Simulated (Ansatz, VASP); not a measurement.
# Two plane-wave programs on MgB5

Contents of INCAR:

```
PREC = Accurate
ENCUT = 600
EDIFF = 1E-6
ISMEAR = 0
SIGMA = 0.1
LREAL = False
LASPH = True
NELM = 60
ALGO = Normal
ISIF = 3
LWAVE = False
LCHARG = False
GGA = PE
IBRION = 2
NSW = 90
EDIFFG = -0.04
```

The input KPOINTS:

```
regular mesh
0
Gamma
  4 4 4
```

The input POSCAR:

```
MgB5
1.0
    4.2815086643      0.0000000000      0.0000000000
    1.8408828312      4.0768458450      0.0000000000
    0.0881946816      1.0000203774      6.0773728322
Mg B
2 10
Direct
    0.3723628267      0.3236465921      0.2259256143
    0.9531495657      0.2698335318      0.6508807462
    0.4250464796      0.7810311481      0.4453451816
    0.9051808318      0.7580556426      0.8346173292
    0.8594071170      0.8502835255      0.1022154099
    0.5303926017      0.7766540895      0.7255276530
    0.8321929731      0.7932936270      0.3894863422
    0.2274520321      0.8274066015      0.9327841450
    0.7888813561      0.5012984888      0.2911263657
    0.3477307822      0.4980830834      0.7928743537
    0.9972587049      0.0621175630      0.3064070303
    0.5039534886      0.0722785873      0.8838127487
```

Input for Ansatz:

```yaml
crystal:
  lattice:
    - [4.2815086643, 0.0, 0.0]
    - [1.8408828312, 4.076845845, 0.0]
    - [0.0881946816, 1.0000203774, 6.0773728322]
  atoms:
    - { symbol: Mg, position: [0.3723628267, 0.3236465921, 0.2259256143] }
    - { symbol: Mg, position: [0.9531495657, 0.2698335318, 0.6508807462] }
    - { symbol: B, position: [0.4250464796, 0.7810311481, 0.4453451816] }
    - { symbol: B, position: [0.9051808318, 0.7580556426, 0.8346173292] }
    - { symbol: B, position: [0.859407117, 0.8502835255, 0.1022154099] }
    - { symbol: B, position: [0.5303926017, 0.7766540895, 0.725527653] }
    - { symbol: B, position: [0.8321929731, 0.793293627, 0.3894863422] }
    - { symbol: B, position: [0.2274520321, 0.8274066015, 0.932784145] }
    - { symbol: B, position: [0.7888813561, 0.5012984888, 0.2911263657] }
    - { symbol: B, position: [0.3477307822, 0.4980830834, 0.7928743537] }
    - { symbol: B, position: [0.9972587049, 0.062117563, 0.3064070303] }
    - { symbol: B, position: [0.5039534886, 0.0722785873, 0.8838127487] }
basis:
  ecutwfc: 420
kpoints:
  mp_grid: { grid: [4, 4, 4] }
hamiltonian:
  xc: pbe
scf:
  occupations: { method: gaussian, width: 0.1 }
  lower_state_search: "off"
output:
  forces: true
  stress: true
  eigenvalues: true
relax:
  adjacent_minimum: "off"
  f_tol: 0.04
  max_steps: 70
  cell: { stress_tol: 0.4 }
```

Change from the starting cell: the structure that the rattled cell fell into.

Alike in both runs: task relaxation of cell and atoms; functional PBE; k mesh 4 × 4 × 4; occupations gaussian, width 0.1 eV; no spin polarisation.

```csv
,VASP,Ansatz
version,VASP 6.6.1,Ansatz 0.2.0
potentials or method,"VASP PAW PBE potentials, release 64 (Mg, B), cutoff 600 eV","scalar-relativistic, plane waves, PAW"
valence electrons in the cell,34,50
```

|  | VASP | Ansatz | Ansatz less VASP |
| --- | --- | --- | --- |
| gap on the k mesh at the Fermi level, each at its own relaxed structure (eV) | none | none | - |
| relaxed volume (Å³/atom) | 8.97 | 8.98 | +0.012 |
| relaxed cell length with the largest relative difference (Å) | 6.236 | 6.245 | +0.0086 |

A gap of «none» marks a metal or a gap that the smearing closes. VASP's potentials hold 34 valence electrons a cell and Ansatz's 50, so a difference there can come from the potentials and not from the codes.

The k mesh is coarse, so the values compare programs but aren't converged.
